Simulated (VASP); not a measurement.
# Zr2NbN3 (P4/mmm) in VASP: notebook

Zr2NbN3 is run at these levels: PBE; tasks: single point, relaxation of cell and atoms.

Program: VASP 6.6.1. These are calculated values, not measurements. Logs are shortened: lines on timing, memory, paths and dates and some standing lists are left out, and cuts for length are marked.

### Step 1. The cell of the first run

The structure is tetragonal, space group P4/mmm (No. 123). Conventional cell: a = 4.996 Å, b = 4.996 Å, c = 4.066 Å, α = 90.00°, β = 90.00°, γ = 90.00°. Zr (site symmetry mmm) has 2 Nb at 2.50 Å and 8 N at 2.58 to 3.22 Å within 3.3 Å. Nb (site symmetry 4/mmm) has 2 N at 2.03 Å and 4 Zr at 2.50 Å within 2.7 Å. Within 2.7 Å of N (site symmetry 4/mmm) lie 2 Nb at 2.03 Å. Within 1.7 Å of N (site symmetry 4mm) lie 1 N at 1.30 Å.

The cell was built from a structure type or drawn by symmetry, and may not be a known phase.

### Step 2. Single point, PBE

INCAR

```
PREC = Accurate
ENCUT = 520
EDIFF = 1E-7
ISMEAR = 0
SIGMA = 0.1
LREAL = False
LASPH = True
NELM = 80
ALGO = Normal
ISIF = 2
LWAVE = False
LCHARG = True
GGA = PE
LELF = True
LVHAR = True
NBANDS = 35
```

KPOINTS

```
regular mesh
0
Gamma
  4 4 4
```

POSCAR

```
Zr2NbN3
1.0
    4.9956001572      0.0000000000      0.0000000000
    0.0000000000      4.9956001572      0.0000000000
    0.0000000000      0.0000000000      4.0664819681
Zr Nb N
2 1 3
Direct
    0.5000000000      0.0000000000      0.0000000000
    0.0000000000      0.5000000000      0.0000000000
    0.0000000000      0.0000000000      0.0000000000
    0.0000000000      0.0000000000      0.5000000000
    0.5000000000      0.5000000000      0.1598830789
    0.5000000000      0.5000000000      0.8401169211
```

Potentials or basis: VASP PAW PBE potentials, release 64 (Zr_sv, Nb_sv, N).

Run with:

```bash
$ cat potpaw_PBE.64/Zr_sv/POTCAR potpaw_PBE.64/Nb_sv/POTCAR potpaw_PBE.64/N/POTCAR > POTCAR
$ mpirun -np 1 vasp_std > vasp.out
```

OUTCAR:

```text
PREC = Accurate
   ENCUT = 520
   EDIFF = 1E-7
   ISMEAR = 0
   LREAL = False
   LASPH = True
   NELM = 80
   ISIF = 2
   GGA = PE

 ion  position               nearest neighbor table
   1  0.500  0.000  0.000-   3 2.50   3 2.50   6 2.58   5 2.58   6 2.58   5 2.58   2 3.53   2 3.53
                             2 3.53   2 3.53
   2  0.000  0.500  0.000-   3 2.50   3 2.50   6 2.58   5 2.58   5 2.58   6 2.58   1 3.53   1 3.53
                             1 3.53   1 3.53
   3  0.000  0.000  0.000-   4 2.03   4 2.03   1 2.50   2 2.50   2 2.50   1 2.50
   4  0.000  0.000  0.500-   3 2.03   3 2.03
   5  0.500  0.500  0.160-   6 1.30   2 2.58   1 2.58   1 2.58   2 2.58
   6  0.500  0.500  0.840-   5 1.30   2 2.58   1 2.58   1 2.58   2 2.58

  LATTYP: Found a simple tetragonal cell.
 ALAT       =     4.9956001572
 C/A-ratio  =     0.8140126992

  Lattice vectors:

 A1 = (   4.9956001572,   0.0000000000,   0.0000000000)
 A2 = (   0.0000000000,   4.9956001572,   0.0000000000)
 A3 = (   0.0000000000,   0.0000000000,   4.0664819681)

Analysis of symmetry for initial positions (statically):
=====================================================================
 Subroutine PRICEL returns:
 Original cell was already a primitive cell.

 Routine SETGRP: Setting up the symmetry group for a
 simple tetragonal supercell.

 Subroutine GETGRP returns: Found 16 space group operations
 (whereof 16 operations were pure point group operations)
 out of a pool of 16 trial point group operations.

The static configuration has the point symmetry D_4h.

Analysis of symmetry for dynamics (positions and initial velocities):
=====================================================================
 Subroutine PRICEL returns:
 Original cell was already a primitive cell.

 Routine SETGRP: Setting up the symmetry group for a
 simple tetragonal supercell.

 Subroutine GETGRP returns: Found 16 space group operations
 (whereof 16 operations were pure point group operations)
 out of a pool of 16 trial point group operations.

The dynamic configuration has the point symmetry D_4h.

 Subroutine INISYM returns: Found 16 space group operations
 (whereof 16 operations are pure point group operations),
 and found     1 'primitive' translations

----------------------------------------------------------------------------------------

                                     Primitive cell

  volume of cell :     101.4832

  direct lattice vectors                    reciprocal lattice vectors
     4.995600157  0.000000000  0.000000000     0.200176149  0.000000000  0.000000000
     0.000000000  4.995600157  0.000000000     0.000000000  0.200176149  0.000000000
     0.000000000  0.000000000  4.066481968     0.000000000  0.000000000  0.245912808

  length of vectors
     4.995600157  4.995600157  4.066481968     0.200176149  0.200176149  0.245912808

  position of ions in fractional coordinates (direct lattice)
     0.500000000  0.000000000  0.000000000
     0.000000000  0.500000000  0.000000000
     0.000000000  0.000000000  0.000000000
     0.000000000  0.000000000  0.500000000
     0.500000000  0.500000000  0.159883079
     0.500000000  0.500000000  0.840116921

  ion indices of the primitive-cell ions
   primitive index   ion index
                 1           1
                 2           2
                 3           3
                 4           4
                 5           5
                 6           6

----------------------------------------------------------------------------------------

 KPOINTS: regular mesh

Automatic generation of k-mesh.
 Grid dimensions read from file:
 generate k-points for:    4    4    4

 Generating k-lattice:

  Cartesian coordinates                     Fractional coordinates (reciprocal lattice)
     0.050044037  0.000000000  0.000000000     0.250000000  0.000000000  0.000000000
     0.000000000  0.050044037  0.000000000     0.000000000  0.250000000  0.000000000
     0.000000000  0.000000000  0.061478202     0.000000000  0.000000000  0.250000000

  Length of vectors
     0.050044037  0.050044037  0.061478202

  Shift w.r.t. Gamma in fractional coordinates (k-lattice)
     0.000000000  0.000000000  0.000000000

 Subroutine IBZKPT returns following result:
 ===========================================

 Found     18 irreducible k-points:

 Following reciprocal coordinates:
            Coordinates               Weight
  0.000000  0.000000  0.000000      1.000000
  0.250000  0.000000  0.000000      4.000000
  0.500000  0.000000  0.000000      2.000000
  0.250000  0.250000  0.000000      4.000000
  0.500000  0.250000  0.000000      4.000000
  0.500000  0.500000  0.000000      1.000000
[... 10 lines left out ...]
  0.500000  0.250000  0.500000      4.000000
  0.500000  0.500000  0.500000      1.000000
   k-points           NKPTS =     18   k-points in BZ     NKDIM =     18   number of bands    NBANDS=     35
   number of dos      NEDOS =    301   number of ions     NIONS =      6
   total plane-waves  NPLWV =  48000
   dimension x,y,z NGX =    40 NGY =   40 NGZ =   30
   dimension x,y,z NGXF=    80 NGYF=   80 NGZF=   60
   ions per type =               2   1   3
   NGX,Y,Z   is equivalent  to a cutoff of  13.31, 13.31, 12.26 a.u.
   NGXF,Y,Z  is equivalent  to a cutoff of  26.62, 26.62, 24.53 a.u.
 SYSTEM =  unknown system
   PREC   = accura    normal or accurate (medium, high low for compatibility)
   ISTART =      0    job   : 0-new  1-cont  2-samecut
   ICHARG =      2    charge: 1-file 2-atom 10-const
   ISPIN  =      1    spin polarized calculation?
   LNONCOLLINEAR =      F non collinear calculations
   LSORBIT =      F    spin-orbit coupling
   LASPH  =      T    aspherical Exc in radial PAW
   ENCUT  =  520.0 eV  38.22 Ry    6.18 a.u.   9.29  9.29  7.56*2*pi/ulx,y,z
   NELM   =     80;   NELMIN=  2; NELMDL= -5     # of ELM steps
   EDIFF  = 0.1E-06   stopping-criterion for ELM
   LREAL  =      F    real-space projection
   EDIFFG = 0.1E-05   stopping-criterion for IOM
   NSW    =      0    number of steps for IOM
   IBRION =     -1    ionic relax: 0-MD 1-quasi-New 2-CG
   NFREE  =      0    steps in history (QN), initial steepest desc. (CG)
   ISIF   =      2    stress and relaxation
   ISYM   =      2    0-nonsym 1-usesym 2-fastsym
   POTIM  = 0.5000    time-step for ionic-motion
   TEBEG  =    0.0;   TEEND  =   0.0 temperature during run
   PSTRESS=    0.0 pullay stress
   NELECT =      52.0000    total number of electrons
   NUPDOWN=      -1.0000    fix difference up-down
   EMIN   =  10.00;   EMAX   =-10.00  energy-range for DOS
   EFERMI =   0.00;   METHOD = LEGACY
   ISMEAR =     0;   SIGMA  =   0.10  broadening in eV -4-tet -1-fermi 0-gaus
   EFERMI_NEDOS =   21; number of points for ismear=-14 and -15
   IALGO  =     38    algorithm
   IMIX   =      4    mixing-type and parameters
     AMIX     =   0.40;   BMIX     =  1.00
     AMIX_MAG =   1.60;   BMIX_MAG =  1.00
  volume/ion in A,a.u.               =      16.91       114.14
  Fermi-wavevector in a.u.,A,eV,Ry     =   1.310020  2.475579 23.349666  1.716152
  Thomas-Fermi vector in A             =   2.440579
   LORBIT       =      0    0 simple, 1 ext, 2 COOP (PROOUT), +10 PAW based schemes
   GGA     = PE    functional components
   LHFCALC =     F    Hartree Fock is set to
   AEXX    =    0.0000 exact exchange contribution
   IVDW    =     0    specifies the selected vdW correction
   LEPSILON=     F    determine dielectric tensor
   LRPA    =     F    only Hartree local field effects (RPA)
 non-spin polarized calculation
 Gauss-broadening in eV      SIGMA  =   0.10
  energy-cutoff  :      520.00
  volume of cell :      101.48
 maximum number of plane-waves:      2758
 NGX is ok and might be reduce to    40
   NGX = 19   NGY = 19   NGZ = 15

 number of electron      52.0000004 magnetization

 Free energy of the ion-electron system (eV)
  ---------------------------------------------------
  ext. energy  EPLUGINS =         0.00000000
  ---------------------------------------------------
  free energy    TOTEN  =       -47.83450406 eV

  energy without entropy =      -47.81380136  energy(sigma->0) =      -47.82415271

 E-fermi :   7.0588     XC(G=0): -10.4540

 val. band max:        7.0352061793   @ k =   0.5000   0.2500   0.2500
 cond. band min:       7.0692641822   @ k =   0.5000   0.0000   0.0000
 fundamental gap:      0.0340580029
 Fermi energy:         7.0588175589

 k-point     1 :       0.0000    0.0000    0.0000
  band No.  band energies     occupation
      1     -47.3363      2.00000
      2     -42.5262      2.00000
      3     -42.5207      2.00000
      4     -24.2801      2.00000
      5     -24.2801      2.00000
      6     -23.5771      2.00000
[... 27 lines left out ...]
     34      11.3473      0.00000
     35      11.3476      0.00000

 k-point     2 :       0.2500    0.0000    0.0000
  band No.  band energies     occupation
      1     -47.3321      2.00000
      2     -42.5365      2.00000
      3     -42.5230      2.00000
      4     -24.2753      2.00000
      5     -24.0238      2.00000
      6     -23.5716      2.00000
[... 27 lines left out ...]
     34      10.9718      0.00000
     35      11.4217      0.00000

 k-point     3 :       0.5000    0.0000    0.0000
  band No.  band energies     occupation
      1     -47.3279      2.00000
      2     -42.5490      2.00000
      3     -42.5232      2.00000
      4     -24.2704      2.00000
      5     -23.7106      2.00000
      6     -23.5660      2.00000
[... 27 lines left out ...]
     34       9.3751      0.00000
     35       9.7661      0.00000

 k-point     4 :       0.2500    0.2500    0.0000
  band No.  band energies     occupation
      1     -47.3280      2.00000
      2     -42.5375      2.00000
      3     -42.5347      2.00000
      4     -24.0208      2.00000
      5     -24.0168      2.00000
      6     -23.5660      2.00000
[... 27 lines left out ...]
     34      10.4386      0.00000
     35      10.6364      0.00000

 k-point     5 :       0.5000    0.2500    0.0000
  band No.  band energies     occupation
      1     -47.3237      2.00000
      2     -42.5489      2.00000
      3     -42.5360      2.00000
      4     -24.0137      2.00000
      5     -23.7051      2.00000
      6     -23.5604      2.00000
[... 410 lines left out ...]
 k-point    16 :       0.2500    0.2500    0.5000
  band No.  band energies     occupation
      1     -47.3262      2.00000
      2     -42.5358      2.00000
      3     -42.5330      2.00000
      4     -24.0153      2.00000
      5     -24.0114      2.00000
      6     -23.6561      2.00000
[... 27 lines left out ...]
     34      10.0987      0.00000
     35      11.1071      0.00000

 k-point    17 :       0.5000    0.2500    0.5000
  band No.  band energies     occupation
      1     -47.3220      2.00000
      2     -42.5472      2.00000
      3     -42.5343      2.00000
      4     -24.0083      2.00000
      5     -23.7001      2.00000
      6     -23.6501      2.00000
[... 27 lines left out ...]
     34       9.9759      0.00000
     35      10.0032      0.00000

 k-point    18 :       0.5000    0.5000    0.5000
  band No.  band energies     occupation
      1     -47.3178      2.00000
      2     -42.5470      2.00000
      3     -42.5470      2.00000
      4     -23.6946      2.00000
      5     -23.6946      2.00000
      6     -23.6441      2.00000
[... 27 lines left out ...]
     34       9.3322      0.00000
     35       9.8671      0.00000

------------------------ aborting loop because EDIFF is reached ----------------------------------------

  FORCE on cell =-STRESS in cart. coord.  units (eV):
  Direction    XX          YY          ZZ          XY          YZ          ZX
  --------------------------------------------------------------------------------------
  -------------------------------------------------------------------------------------
  Total        0.0439362      0.0439362      0.0961365      0.0000000      0.0000000      0.0000000
  in kB        0.6936482      0.6936482      1.5177651      0.0000000      0.0000000      0.0000000
  external PRESSURE =       0.9683538 kB  Pullay stress =       0.0000000 kB

 VOLUME and BASIS-vectors are now :
 -----------------------------------------------------------------------------
  energy-cutoff  :      520.00
  volume of cell :      101.48
      direct lattice vectors                 reciprocal lattice vectors
     4.995600157  0.000000000  0.000000000     0.200176149  0.000000000  0.000000000
     0.000000000  4.995600157  0.000000000     0.000000000  0.200176149  0.000000000
     0.000000000  0.000000000  4.066481968     0.000000000  0.000000000  0.245912808

 POSITION                                       TOTAL-FORCE (eV/Angst)
 -----------------------------------------------------------------------------------
      2.49780      0.00000      0.00000         0.000000      0.000000      0.000000
      0.00000      2.49780      0.00000         0.000000      0.000000      0.000000
      0.00000      0.00000      0.00000         0.000000      0.000000      0.000000
      0.00000      0.00000      2.03324         0.000000      0.000000      0.000000
      2.49780      2.49780      0.65016         0.000000      0.000000      0.186315
      2.49780      2.49780      3.41632         0.000000     -0.000000     -0.186315
 -----------------------------------------------------------------------------------
    total drift:                                0.000000      0.000000     -0.000000

  FREE ENERGIE OF THE ION-ELECTRON SYSTEM (eV)
  ---------------------------------------------------
  free  energy   TOTEN  =       -47.8345040608 eV

  energy  without entropy=      -47.8138013582  energy(sigma->0) =      -47.82415271
```

Wall time 1.7 min (1 thread of Intel Xeon 8259CL, shared host); peak memory 0.24 GiB.

Results:

- Free energy: -47.8345 eV
- Pressure: 0.1 GPa
- Largest force: 0.186 eV/Å
- Band gap on the k mesh: zero (bands 26 and 27 overlap by 1.05 eV)

Forces on the atoms (eV/Å):
```
Zr   0.000  0.000  0.000
Zr   0.000  0.000  0.000
Nb   0.000  0.000  0.000
N    0.000  0.000  0.000
N    0.000  0.000  0.186
N    0.000  0.000 -0.186
```

Caveat: the k points lie up to 0.39 Å⁻¹ apart, too coarse for converged energies and pressures of a metal.

[end of part 1 of 3]
